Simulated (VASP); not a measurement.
# N (P6_3/mmc) in VASP: relaxation of cell and atoms with PBE

Aim: the relaxation of cell and atoms of N with PBE.

All numbers are computed with VASP 6.6.1; they aren't measurements. Logs are shortened: lines on timing, memory, paths and dates and some standing lists are left out, and cuts for length are marked.

### Step 1. The cell of the first run

Symmetry: P6_3/mmc, No. 194, hexagonal system. Conventional cell: a = 2.512 Å, b = 2.512 Å, c = 4.070 Å, α = 90.00°, β = 90.00°, γ = 120.00°. Within 3.3 Å of N (site symmetry -6m2) lie 12 N at 2.50 to 2.51 Å.

### Step 2. Relaxation of cell and atoms, PBE

Contents of INCAR:

```
SYSTEM = N
PREC = Accurate
ENCUT = 1330
EDIFF = 1E-7
ISMEAR = -1
SIGMA = 0.05
LREAL = .FALSE.
LASPH = .TRUE.
NELM = 120
ALGO = Normal
ISIF = 3
LWAVE = .FALSE.
LCHARG = .FALSE.
GGA = PE
IBRION = 2
NSW = 100
EDIFFG = -0.005
GGA_COMPAT = .FALSE.
NELMIN = 4
```

Contents of KPOINTS:

```
regular mesh
0
G
  19 19 10
  0 0 0
```

Contents of POSCAR:

```
N
1.0
    2.5123336524      0.0000000000      0.0000000000
   -1.2561668262      2.1757447658      0.0000000000
    0.0000000000      0.0000000000      4.0699805169
N
2
Direct
    0.3333333333      0.6666666667      0.2500000000
    0.6666666667      0.3333333333      0.7500000000
```

Potentials or basis: VASP PAW PBE potentials, release 64 (N_h).

Started as:

```console
$ cat potpaw_PBE.64/N_h/POTCAR > POTCAR
$ mpirun -np 1 vasp_std > vasp.out
```

OUTCAR:

```text
SYSTEM = N
   PREC = Accurate
   ENCUT = 1330
   EDIFF = 1E-7
   ISMEAR = -1
   LREAL = .FALSE.
   LASPH = .TRUE.
   NELM = 120
   ISIF = 3
   GGA = PE
   IBRION = 2
   NSW = 100
   EDIFFG = -0.005
   NELMIN = 4

 ion  position               nearest neighbor table
   1  0.333  0.667  0.250-
   2  0.667  0.333  0.750-

  LATTYP: Found a hexagonal cell.
 ALAT       =     2.5123336524
 C/A-ratio  =     1.6200000000

  Lattice vectors:

 A1 = (   2.5123336524,   0.0000000000,   0.0000000000)
 A2 = (  -1.2561668262,   2.1757447658,   0.0000000000)
 A3 = (   0.0000000000,   0.0000000000,   4.0699805169)

Analysis of symmetry for initial positions (statically):
=====================================================================
 Subroutine PRICEL returns:
 Original cell was already a primitive cell.

 Routine SETGRP: Setting up the symmetry group for a
 hexagonal supercell.

 Subroutine GETGRP returns: Found 24 space group operations
 (whereof 12 operations were pure point group operations)
 out of a pool of 24 trial point group operations.

The static configuration has the point symmetry D_3d.
 The point group associated with its full space group is D_6h.

Analysis of symmetry for dynamics (positions and initial velocities):
=====================================================================
 Subroutine PRICEL returns:
 Original cell was already a primitive cell.

 Routine SETGRP: Setting up the symmetry group for a
 hexagonal supercell.

 Subroutine GETGRP returns: Found 24 space group operations
 (whereof 12 operations were pure point group operations)
 out of a pool of 24 trial point group operations.

The dynamic configuration has the point symmetry D_3d.
 The point group associated with its full space group is D_6h.

 Subroutine INISYM returns: Found 24 space group operations
 (whereof 12 operations are pure point group operations),
 and found     1 'primitive' translations

----------------------------------------------------------------------------------------

                                     Primitive cell

  volume of cell :      22.2473

  direct lattice vectors                    reciprocal lattice vectors
     2.512333652  0.000000000  0.000000000     0.398036303  0.229806367  0.000000000
    -1.256166826  2.175744766  0.000000000     0.000000000  0.459612734  0.000000000
     0.000000000  0.000000000  4.069980517     0.000000000  0.000000000  0.245701422

  length of vectors
     2.512333652  2.512333652  4.069980517     0.459612734  0.459612734  0.245701422

  position of ions in fractional coordinates (direct lattice)
     0.333333333  0.666666667  0.250000000
     0.666666667  0.333333333  0.750000000

  ion indices of the primitive-cell ions
   primitive index   ion index
                 1           1
                 2           2

----------------------------------------------------------------------------------------

 KPOINTS: regular mesh

Automatic generation of k-mesh.
 Grid dimensions read from file:
 generate k-points for:   19   19   10

 Generating k-lattice:

  Cartesian coordinates                     Fractional coordinates (reciprocal lattice)
     0.020949279  0.012095072  0.000000000     0.052631579  0.000000000  0.000000000
     0.000000000  0.024190144  0.000000000     0.000000000  0.052631579  0.000000000
     0.000000000  0.000000000  0.024570142     0.000000000  0.000000000  0.100000000

  Length of vectors
     0.024190144  0.024190144  0.024570142

  Shift w.r.t. Gamma in fractional coordinates (k-lattice)
     0.000000000  0.000000000  0.000000000

 Subroutine IBZKPT returns following result:
 ===========================================

 Found    240 irreducible k-points:

 Following reciprocal coordinates:
            Coordinates               Weight
  0.000000  0.000000  0.000000      1.000000
  0.052632  0.000000  0.000000      6.000000
  0.105263  0.000000  0.000000      6.000000
  0.157895  0.000000  0.000000      6.000000
  0.210526  0.000000  0.000000      6.000000
  0.263158  0.000000  0.000000      6.000000
[... 16 lines left out ...]
  0.263158  0.105263  0.000000     12.000000
  0.315789  0.105263  0.000000     12.000000
 [... further k-points ...]
   k-points           NKPTS =    240   k-points in BZ     NKDIM =    240   number of bands    NBANDS=      9
   number of dos      NEDOS =    301   number of ions     NIONS =      2
   total plane-waves  NPLWV =  43200
   dimension x,y,z NGX =    30 NGY =   30 NGZ =   48
   dimension x,y,z NGXF=    60 NGYF=   60 NGZF=   96
   ions per type =               2
   NGX,Y,Z   is equivalent  to a cutoff of  19.85, 19.85, 19.61 a.u.
   NGXF,Y,Z  is equivalent  to a cutoff of  39.70, 39.70, 39.21 a.u.
 SYSTEM =  N
   PREC   = accura    normal or accurate (medium, high low for compatibility)
   ISTART =      0    job   : 0-new  1-cont  2-samecut
   ICHARG =      2    charge: 1-file 2-atom 10-const
   ISPIN  =      1    spin polarized calculation?
   LNONCOLLINEAR =      F non collinear calculations
   LSORBIT =      F    spin-orbit coupling
   LASPH  =      T    aspherical Exc in radial PAW
   ENCUT  = 1330.0 eV  97.75 Ry    9.89 a.u.   7.47  7.47 12.10*2*pi/ulx,y,z
   NELM   =    120;   NELMIN=  4; NELMDL= -5     # of ELM steps
   EDIFF  = 0.1E-06   stopping-criterion for ELM
   LREAL  =      F    real-space projection
   EDIFFG = -.5E-02   stopping-criterion for IOM
   NSW    =    100    number of steps for IOM
   IBRION =      2    ionic relax: 0-MD 1-quasi-New 2-CG
   NFREE  =      1    steps in history (QN), initial steepest desc. (CG)
   ISIF   =      3    stress and relaxation
   ISYM   =      2    0-nonsym 1-usesym 2-fastsym
   POTIM  = 0.5000    time-step for ionic-motion
   TEBEG  =    0.0;   TEEND  =   0.0 temperature during run
   PSTRESS=    0.0 pullay stress
   NELECT =      10.0000    total number of electrons
   NUPDOWN=      -1.0000    fix difference up-down
   EMIN   =  10.00;   EMAX   =-10.00  energy-range for DOS
   EFERMI =   0.00;   METHOD = LEGACY
   ISMEAR =    -1;   SIGMA  =   0.05  broadening in eV -4-tet -1-fermi 0-gaus
   EFERMI_NEDOS =   21; number of points for ismear=-14 and -15
   IALGO  =     38    algorithm
   IMIX   =      4    mixing-type and parameters
     AMIX     =   0.40;   BMIX     =  1.00
     AMIX_MAG =   1.60;   BMIX_MAG =  1.00
  volume/ion in A,a.u.               =      11.12        75.07
  Fermi-wavevector in a.u.,A,eV,Ry     =   1.254052  2.369815 21.397162  1.572647
  Thomas-Fermi vector in A             =   2.387876
   LORBIT       =      0    0 simple, 1 ext, 2 COOP (PROOUT), +10 PAW based schemes
   GGA     = PE    functional components
   LHFCALC =     F    Hartree Fock is set to
   AEXX    =    0.0000 exact exchange contribution
   IVDW    =     0    specifies the selected vdW correction
   LEPSILON=     F    determine dielectric tensor
   LRPA    =     F    only Hartree local field effects (RPA)
 conjugate gradient relaxation of ions
 non-spin polarized calculation
  energy-cutoff  :     1330.00
  volume of cell :       22.25
 maximum number of plane-waves:      2485
 NGX is ok and might be reduce to    30
   NGX = 15   NGY = 15   NGZ = 25

--------------------------------------- Ionic step        1  -------------------------------------------

 number of electron      10.0000000 magnetization

 Free energy of the ion-electron system (eV)
  ---------------------------------------------------
  ext. energy  EPLUGINS =         0.00000000
  ---------------------------------------------------
  free energy    TOTEN  =        -6.85313336 eV

  energy without entropy =       -6.83594274  energy(sigma->0) =       -6.84453805

------------------------ aborting loop because EDIFF is reached ----------------------------------------

  FORCE on cell =-STRESS in cart. coord.  units (eV):
  Direction    XX          YY          ZZ          XY          YZ          ZX
  --------------------------------------------------------------------------------------
  -------------------------------------------------------------------------------------
  Total       -4.4059850     -4.4059850     -4.1742352     -0.0000000     -0.0000000      0.0000000
  in kB     -317.3043341   -317.3043341   -300.6144863     -0.0000000     -0.0000000      0.0000000
  external PRESSURE =    -311.7410515 kB  Pullay stress =       0.0000000 kB
[... 89 lines left out ...]
  FREE ENERGIE OF THE ION-ELECTRON SYSTEM (eV)
  ---------------------------------------------------
  free  energy   TOTEN  =        -7.8642481634 eV

  energy  without entropy=       -7.8542954099  energy(sigma->0) =       -7.85927179

 E-fermi :   4.1460     XC(G=0): -11.1929

 val. band max:        4.1379850670   @ k =   0.2632   0.2105   0.4000
 cond. band min:       4.1502938751   @ k =   0.2632   0.2105   0.0000
 fundamental gap:      0.0123088080
 Fermi energy:         4.1459681056

 k-point     1 :       0.0000    0.0000    0.0000
  band No.  band energies     occupation
      1     -16.4006      2.00000
      2     -15.8284      2.00000
      3      -3.1461      2.00000
      4       0.0642      2.00000
      5      11.7216      0.00000
      6      11.7216      0.00000
      7      11.7405      0.00000
      8      11.7405      0.00000
      9      12.2924      0.00000
[... 265 lines left out ...]
 k-point    24 :       0.3158    0.1053    0.0000
  band No.  band energies     occupation
      1     -10.1649      2.00000
      2      -9.7114      2.00000
      3       0.3804      2.00000
      4       0.6255      2.00000
      5       2.4852      2.00000
      6       4.2880      0.11039
      7       7.1958      0.00000
      8       7.3041      0.00000
      9      19.9319      0.00000

 [... further k-points ...]

[... ionic steps 4 to 25 ...]

--------------------------------------- Ionic step       26  -------------------------------------------

 number of electron      10.0000000 magnetization

------------------------ aborting loop because EDIFF is reached ----------------------------------------

  FORCE on cell =-STRESS in cart. coord.  units (eV):
  Direction    XX          YY          ZZ          XY          YZ          ZX
  --------------------------------------------------------------------------------------
  -------------------------------------------------------------------------------------
  Total        0.1647013      0.1647013     -0.1005952      0.0000000      0.0000000     -0.0000000
  in kB       13.9307272     13.9307272     -8.5085242      0.0000000      0.0000000     -0.0000000
  external PRESSURE =       6.4509768 kB  Pullay stress =       0.0000000 kB
[... 57 lines left out ...]
  energy  without entropy=       -8.3660175930  energy(sigma->0) =       -8.37095897

--------------------------------------- Ionic step       28  -------------------------------------------

 number of electron      10.0000000 magnetization

 Free energy of the ion-electron system (eV)
  ---------------------------------------------------
  ext. energy  EPLUGINS =         0.00000000
  ---------------------------------------------------
  free energy    TOTEN  =        -8.37600736 eV

  energy without entropy =       -8.36594864  energy(sigma->0) =       -8.37097800

 E-fermi :   3.5359     XC(G=0): -10.8823

 val. band max:        3.5335997196   @ k =   0.2632   0.2105   0.4000
 cond. band min:       3.5439816225   @ k =   0.2632   0.2105   0.0000
 fundamental gap:      0.0103819029
 Fermi energy:         3.5359125530

 k-point     1 :       0.0000    0.0000    0.0000
  band No.  band energies     occupation
      1     -16.5475      2.00000
      2     -16.0731      2.00000
      3      -3.3183      2.00000
      4      -0.4828      2.00000
      5      10.7356      0.00000
      6      10.7356      0.00000
      7      10.7504      0.00000
      8      10.7504      0.00000
      9      11.4598      0.00000
[... 265 lines left out ...]
 k-point    24 :       0.3158    0.1053    0.0000
  band No.  band energies     occupation
      1     -10.5183      2.00000
      2     -10.1461      2.00000
      3      -0.2073      2.00000
      4      -0.0095      2.00000
      5       2.0531      2.00000
      6       3.6108      0.36524
      7       6.4339      0.00000
      8       6.5204      0.00000
      9      18.9573      0.00000

 [... further k-points ...]

------------------------ aborting loop because EDIFF is reached ----------------------------------------

  FORCE on cell =-STRESS in cart. coord.  units (eV):
  Direction    XX          YY          ZZ          XY          YZ          ZX
  --------------------------------------------------------------------------------------
  -------------------------------------------------------------------------------------
  Total        0.0090939      0.0090939      0.0058171     -0.0000000     -0.0000000     -0.0000000
  in kB        0.7717217      0.7717217      0.4936439     -0.0000000     -0.0000000     -0.0000000
  external PRESSURE =       0.6790291 kB  Pullay stress =       0.0000000 kB
[... 17 lines left out ...]
  FREE ENERGIE OF THE ION-ELECTRON SYSTEM (eV)
  ---------------------------------------------------
  free  energy   TOTEN  =        -8.3760073557 eV

  energy  without entropy=       -8.3659486395  energy(sigma->0) =       -8.37097800

 reached required accuracy - stopping structural energy minimisation
```

Wall time 14 min (1 thread of Intel Xeon 6975P-C (Granite Rapids), shared host); peak memory 0.33 GiB.

Results:

```
Free energy                           : -8.3760 eV
Relaxed volume                        : 9.44 Å³/atom
Relaxed cell                          : a = 1.915 Å, b = 1.915 Å, c = 5.943 Å, α = 90.00°, β = 90.00°, γ = 120.00°
Space group after relaxing (to 0.1 Å) : P6_3/mmc (No. 194)
Pressure after relaxing               : 0.1 GPa
Band gap on the k mesh                : zero (bands 5 and 6 overlap by 11.27 eV)
```

Final structure:
```
N
1.0
     1.91524    0.00000    0.00000
    -0.95762    1.65865    0.00000
     0.00000    0.00000    5.94325
N
2
Direct
  0.33333 0.66667 0.25000
  0.66667 0.33333 0.75000
```

Caveat: the volume moved by over 15 % at a fixed basis, so the end points are rough; this functional lacks dispersion, which binds layers or chains, so the pressure and a relaxed spacing across them are unreliable.
